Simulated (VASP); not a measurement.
Write the native input for VASP 6.6.1 that does the following.

```yaml
Task: single point
Functional: PBEsol
Dispersion: D4
Potentials_or_basis: VASP PAW PBE potentials, release 64 (Ge_d)
Cutoff: 520 eV
k_mesh: 8 × 8 × 8
Occupations: fermi-dirac, width 0.05 eV
Spin: no spin polarisation
Dipole_correction: no
Further_INCAR_settings: ALGO = Normal; EDIFF = 1e-06; NBANDS = 21
```

The structure of Ge lies in POSCAR:

```
Ge
1.0
    0.0000000000      2.8099234548      2.8099234548
    2.8099234548      0.0000000000      2.8099234548
    2.8099234548      2.8099234548      0.0000000000
Ge
2
Direct
    0.7500000000      0.7500000000      0.7500000000
    0.5000000000      0.5000000000      0.5000000000
```

These files were run (other wordings do the same):

INCAR

```
SYSTEM = Ge
  ALGO = Normal
  EDIFF = 1E-6
  ENCUT = 520
  GGA = PS
  ISIF = 2
  ISMEAR = -1
  IVDW = 13
  LASPH = .TRUE.
  LCHARG = .TRUE.
  LELF = .TRUE.
  LREAL = .FALSE.
  LVHAR = .TRUE.
  LWAVE = .FALSE.
  NBANDS = 21
  NELM = 60
  PREC = Accurate
  SIGMA = 0.05
```

KPOINTS

```
k-points
0
G
  8 8 8
  0 0 0
```

Potentials or basis: VASP PAW PBE potentials, release 64 (Ge_d).

Run with:

```sh
$ cat potpaw_PBE.64/Ge_d/POTCAR > POTCAR
$ mpirun -np 1 vasp_std > vasp.out
```

Results of the run:

The pressure is 0.7 GPa and the band gap on the k mesh is 0.18 eV, direct. The dispersion energy per atom is -0.190 eV.

Caveat: the PAW data sets were made with another functional, which shifts forces and pressure a little.

Run time: 22 s on 1 thread of AMD EPYC 7R13 Processor (Zen 3) (shared host), peak memory 0.14 GiB.
